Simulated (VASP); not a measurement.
Write the native input for VASP 6.6.1 that does the following.

- Task: single point
- Functional: PBE
- Potentials or basis: VASP PAW PBE potentials, release 64 (Li_sv, Sr_sv, S)
- Cutoff: 520 eV
- k mesh: 3 × 3 × 3
- Occupations: gaussian, width 0.2 eV
- Spin: no spin polarisation
- Dipole correction: no
- Further INCAR settings: ALGO = Normal; EDIFF = 1e-06; NBANDS = 36

The structure of Sr4LiS2 lies in POSCAR:

```
Sr4LiS2
1.0
    4.8708839241      2.8122061436      3.5826686589
   -4.8708839241      2.8122061436      3.5826686589
    0.0000000000     -5.6244122906      3.5826686562
Li Sr S
1 4 2
Direct
    0.5000000000      0.5000000000      0.5000000000
    0.5000000000      0.5000000000      0.0000000000
    0.0000000000      0.5000000000      0.5000000000
    0.5000000000      0.0000000000      0.5000000000
    0.0000000000      0.0000000000      0.0000000000
    0.7295662379      0.7295662379      0.7295662379
    0.2704337621      0.2704337621      0.2704337621
```

The input as run:

INCAR

```
SYSTEM = Sr4LiS2
PREC = Accurate ; ENCUT = 520
EDIFF = 1E-6 ; ISMEAR = 0
SIGMA = 0.2 ; LREAL = .FALSE.
LASPH = .TRUE. ; NELM = 80
ALGO = Normal ; ISIF = 2
LWAVE = .FALSE. ; LCHARG = .TRUE.
GGA = PE ; LELF = .TRUE.
LVHAR = .TRUE. ; NBANDS = 36
```

KPOINTS

```
Automatic mesh
0
G
  3 3 3
  0 0 0
```

Potentials or basis: VASP PAW PBE potentials, release 64 (Li_sv, Sr_sv, S).

Command:

```console
$ cat potpaw_PBE.64/Li_sv/POTCAR potpaw_PBE.64/Sr_sv/POTCAR potpaw_PBE.64/S/POTCAR > POTCAR
$ mpirun -np 1 vasp_std > vasp.out
```

It gave:

| Quantity | Value |
| --- | --- |
| Largest force | 0.073 eV/Å |

Run time: 48 s on 1 thread of AMD EPYC 9R45 96-Core Processor (Zen 5), with other jobs on the host, peak memory 0.33 GiB.
